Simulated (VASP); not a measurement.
Set up this calculation in VASP 6.6.1, as the native input.

```
Task                   : electric field gradients
Functional             : PBE
Potentials or basis    : VASP PAW PBE potentials, release 64 (Pb_d, S)
Cutoff                 : 520 eV
k mesh                 : 8 × 8 × 8
Occupations            : fermi-dirac, width 0.01 eV
Spin                   : no spin polarisation
Dipole correction      : no
Further INCAR settings : ALGO = Normal; EDIFF = 1e-08; NBANDS = 17
```

The structure of PbS lies in POSCAR:

```
PbS
1.0
    0.0000000000      2.9748505707      2.9748505707
    2.9748505707      0.0000000000      2.9748505707
    2.9748505707      2.9748505707      0.0000000000
Pb S
1 1
Direct
    0.0000000000      0.0000000000      0.0000000000
    0.5000000000      0.5000000000      0.5000000000
```

This cell differs from its parent crystal: volume scaled by 1.01.

One way to write it, as run:

INCAR

```
SYSTEM = PbS
  PREC = Accurate
  ENCUT = 520
  EDIFF = 1E-8
  ISMEAR = -1
  SIGMA = 0.01
  LREAL = .FALSE.
  LASPH = .TRUE.
  NELM = 100
  ALGO = Normal
  ISIF = 2
  LWAVE = .FALSE.
  LCHARG = .FALSE.
  GGA = PE
  LEFG = .TRUE.
  NBANDS = 17
```

KPOINTS

```
Automatic mesh
0
G
  8 8 8
  0 0 0
```

Potentials or basis: VASP PAW PBE potentials, release 64 (Pb_d, S).

Command:

```console
$ cat potpaw_PBE.64/Pb_d/POTCAR potpaw_PBE.64/S/POTCAR > POTCAR
$ mpirun -np 1 vasp_std > vasp.out
```

Results of the run:

- Pressure: 1.6 GPa
- Band gap on the k mesh: 0.40 eV, direct

Caveat: without QUAD_EFG the Cq values of the log hold for a quadrupole moment of 1 mb, not for the nuclei; spin-orbit coupling is left out, which moves the levels of the heavy elements.

It took 24 s on 1 thread of Intel Xeon 6975P-C, on a shared host, peak memory 0.18 GiB.
